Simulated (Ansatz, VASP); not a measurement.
# One calculation of Nb, two programs

Contents of INCAR:

```
SYSTEM = Nb
PREC = Accurate
ENCUT = 520
EDIFF = 1E-6
ISMEAR = -1
SIGMA = 0.08
LREAL = .FALSE.
LASPH = .TRUE.
NELM = 60
ALGO = Normal
ISIF = 2
LWAVE = .FALSE.
LCHARG = .FALSE.
GGA = PS
NBANDS = 12
```

The input KPOINTS:

```
regular mesh
0
G
  13 13 13
  0 0 0
```

The input POSCAR:

```
Nb
1.0
    0.0000000000      2.0727000000      2.1150000000
    2.0727000000      0.0000000000      2.1150000000
    2.0727000000      2.0727000000      0.0000000000
Nb
1
Direct
    0.0000000000      0.0000000000      0.0000000000
```

Input for Ansatz:

```yaml
crystal:
  lattice:
    - [0.0, 2.0727, 2.115]
    - [2.0727, 0.0, 2.115]
    - [2.0727, 2.0727, 0.0]
  atoms:
    - { symbol: Nb, position: [0.0, 0.0, 0.0] }
kpoints:
  mp_grid: { grid: [13, 13, 13] }
  band_path:
    path:
      - [0.0, 0.0, 0.0]
      - [0.0, 0.5, 0.5]
      - [0.25, 0.75, 0.5]
      - [0.0, 0.5, 0.0]
      - [0.0, 0.0, 0.0]
      - [0.5, 0.5, 0.0]
      - [0.37005, 0.62995, 0.0]
      - [-0.37005, 0.37005, 0.0]
      - [0.0, 0.0, 0.0]
    npoints: 5
scf:
  occupations: { method: fermi_dirac, width: 0.08 }
hamiltonian:
  xc: pbesol
  pseudopotentials: { kind: all_electron, lapw: { basis_error: 0.00025 } }
output:
  forces: true
  stress: true
  eigenvalues: true
```

Change from the starting cell: equal xx and yy strain of -2 %.

Alike in both runs: task single point; functional PBEsol; k mesh 13 × 13 × 13; occupations fermi-dirac, width 0.08 eV; no spin polarisation.

|  | VASP | Ansatz |
| --- | --- | --- |
| version | VASP 6.6.1 | Ansatz 0.2.0 |
| potentials or method | VASP PAW PBE potentials, release 64 (Nb_sv), cutoff 520 eV | all-electron LAPW, scalar-relativistic |

|  | VASP | Ansatz | Ansatz less VASP |
| --- | --- | --- | --- |
| pressure (GPa) | -0.5 | -0.2 | +0.31 |
| traceless stress, the component that is largest in VASP (GPa) | 3.79 | 3.82 | +0.028 |

VASP's potentials were made for PBE, not for PBEsol. Ansatz ran all-electron here, and VASP with PAW potentials.
